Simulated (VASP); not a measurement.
Input of a VASP 6.6.1 run:

File INCAR:

```
  PREC = Accurate
  ENCUT = 520
  EDIFF = 1E-7
  ISMEAR = -1
  SIGMA = 0.02
  LREAL = False
  LASPH = True
  NELM = 80
  ALGO = Normal
  ISIF = 2
  LWAVE = False
  LCHARG = True
  GGA = PE
  LELF = True
  LVHAR = True
  NBANDS = 16
```

The input KPOINTS:

```
regular mesh
0
Gamma
  12 12 6
```

Contents of POSCAR:

```
BN
1.0
    2.4913353474      0.0000000000      0.0000000000
   -1.2456676737      2.1575597002      0.0000000000
    0.0000000000      0.0000000000      4.0010591824
B N
2 2
Direct
    0.0000000000      0.0000000000      0.0000000000
    0.0000000000      0.0000000000      0.5000000000
    0.3333333333      0.6666666667      0.2500000000
    0.6666666667      0.3333333333      0.7500000000
```

Potentials or basis: VASP PAW PBE potentials, release 64 (B, N).

Launch:

```bash
$ cat potpaw_PBE.64/B/POTCAR potpaw_PBE.64/N/POTCAR > POTCAR
$ mpirun -np 1 vasp_std > vasp.out
```

**Question.** Predict the pressure.

**Answer.** 4.5 GPa.

**Question.** Estimate the band gap on the k mesh.

**Answer.** 1.58 eV, indirect (least direct gap 5.23 eV).

Stress tensor (GPa, compression positive):
```
3.81 0.00 0.00
0.00 3.81 0.00
0.00 0.00 5.96
```

A k mesh can miss the band edges. PBE gaps usually lie below the measured ones, often by a third to a half.
